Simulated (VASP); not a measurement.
**Al3Sb2P: relaxation of cell and atoms with PBE**

Al3Sb2P:

```
CELL_PARAMETERS angstrom
3.69968 0.00000 0.00000
0.00000 3.69968 0.00000
0.00000 0.00000 8.05205
ATOMIC_POSITIONS crystal
Al 0.50000 0.00000 0.99831
Al 0.00000 0.50000 0.99831
Al 0.00000 0.00000 0.37926
Sb 0.50000 0.50000 0.26656
Sb 0.00000 0.00000 0.73394
P 0.50000 0.50000 0.62362
```

The cell was built from a structure type or drawn by symmetry, and may not be a known phase.

```json
{"Program": "VASP 6.6.1", "Task": "relaxation of cell and atoms", "Functional": "PBE", "Potentials or basis": "VASP PAW PBE potentials, release 64 (Al, Sb_d_GW, P)", "Cutoff": "500 eV", "k mesh": "6 × 6 × 2", "Occupations": "gaussian, width 0.1 eV", "Spin": "no spin polarisation", "Dipole correction": "no", "Further INCAR settings": "ALGO = Normal; EDIFF = 1e-07; IBRION = 2; EDIFFG = -0.04; NSW = 90; ISIF = 3"}
```

- Relaxed volume: 21.64 Å³/atom
- Relaxed cell: a = 3.933 Å, b = 3.933 Å, c = 8.395 Å, α = 90.00°, β = 90.00°, γ = 90.00°
- Space group after relaxing (to 0.1 Å): P4mm (No. 99)
- Energy gained by relaxing: 281.6 meV/atom
- Ionic steps: 30
- Pressure after relaxing: 0.0 GPa
- Largest force after relaxing: 0.039 eV/Å
- Band gap on the k mesh: zero (bands 22 and 23 overlap by 2.92 eV)

Forces in eV/Å, atoms in the order of the input:
```
Al   0.000  0.000 -0.008
Al   0.000  0.000 -0.008
Al   0.000  0.000 -0.039
Sb   0.000  0.000  0.021
Sb   0.000  0.000  0.006
P    0.000  0.000  0.029
```

Stress tensor (GPa, compression positive):
```
0.00 0.00 0.00
0.00 0.00 0.00
0.00 0.00 0.12
```

Step by step:
```
step  energy change (eV)  largest force (eV/Å)  pressure (GPa)  volume (Å³)
   1              0.0000                1.3077           14.73       110.21
   2             -0.8329                1.0974           -3.45       139.38
   3             -0.9071                1.1201           -0.58       131.66
   4             -0.9953                0.9571           -0.40       131.43
   5             -1.0677                0.8015            0.23       130.92
   6             -1.1188                0.8588            0.22       131.09
   7             -1.1995                1.0327            0.46       131.59
   8             -1.2589                0.5819           -0.33       132.76
   9             -1.2719                0.3325           -0.82       133.70
  10             -1.3211                0.3111           -0.38       132.12
  11             -1.3750                0.4147            1.14       127.99
  12             -1.4019                0.3773            0.85       128.30
  13             -1.4792                0.3642            0.07       129.21
  14             -1.5895                0.2064           -1.10       131.05
  15             -1.6436                0.1033           -0.27       129.36
  16             -1.6514                0.1239            0.16       128.51
  17             -1.6661                0.1338           -0.14       129.05
  18             -1.6716                0.2349           -0.40       129.66
  19             -1.6717                0.2225           -0.39       129.58
  20             -1.6756                0.1972            0.12       128.72
  21             -1.6760                0.1858            0.33       128.38
  22             -1.6797                0.1343            0.33       128.48
  23             -1.6841                0.1104            0.38       128.71
  24             -1.6842                0.1108            0.40       128.77
  25             -1.6869                0.1083           -0.15       130.08
  26             -1.6869                0.1083           -0.15       130.08
  27             -1.6881                0.0838           -0.04       129.91
  28             -1.6884                0.0670            0.05       129.78
  29             -1.6894                0.0485            0.05       129.81
  30             -1.6898                0.0389            0.04       129.83
```

Final structure:
```
CELL_PARAMETERS angstrom
3.93262 0.00000 0.00000
0.00000 3.93262 0.00000
0.00000 0.00000 8.39461
ATOMIC_POSITIONS crystal
Al 0.50000 0.00000 0.00630
Al 0.00000 0.50000 0.00630
Al 0.00000 0.00000 0.26252
Sb 0.50000 0.50000 0.35285
Sb 0.00000 0.00000 0.70728
P 0.50000 0.50000 0.66476
```

Levels at points of the mesh, in eV from the Fermi level:
```csv
k point,band 18,band 19,band 20,band 21,band 22,band 23,band 24,band 25,band 26
"(0.00, 0.00, 0.00)",-3.05,-1.29,-1.29,0.03,0.42,0.42,0.55,0.62,2.36
"(0.50, 0.00, 0.00)",-1.48,-1.03,-1.00,-0.37,0.19,0.46,0.56,1.30,1.51
"(0.50, 0.50, 0.00)",-4.63,-4.14,-3.06,-2.99,-2.99,-0.65,1.11,1.46,1.99
"(0.00, 0.00, 0.50)",-1.58,-1.58,-0.85,-0.13,0.64,1.02,1.02,1.37,1.95
"(0.50, 0.00, 0.50)",-2.84,-1.44,-0.32,0.27,0.31,0.37,1.31,2.01,2.38
"(0.50, 0.50, 0.50)",-5.10,-3.01,-2.74,-2.13,-2.13,-1.84,-0.94,0.48,0.48
```

It took 11 min on 1 thread of Intel(R) Xeon(R) 6975P-C (Granite Rapids), with other jobs on the host, peak memory 0.25 GiB.

Caveat: the k points lie up to 0.37 Å⁻¹ apart in the final cell, too coarse for converged energies and pressures of a metal; the volume moved by over 15 % at a fixed basis, so the end points are rough; spin-orbit coupling is left out, which moves the levels of the heavy elements.
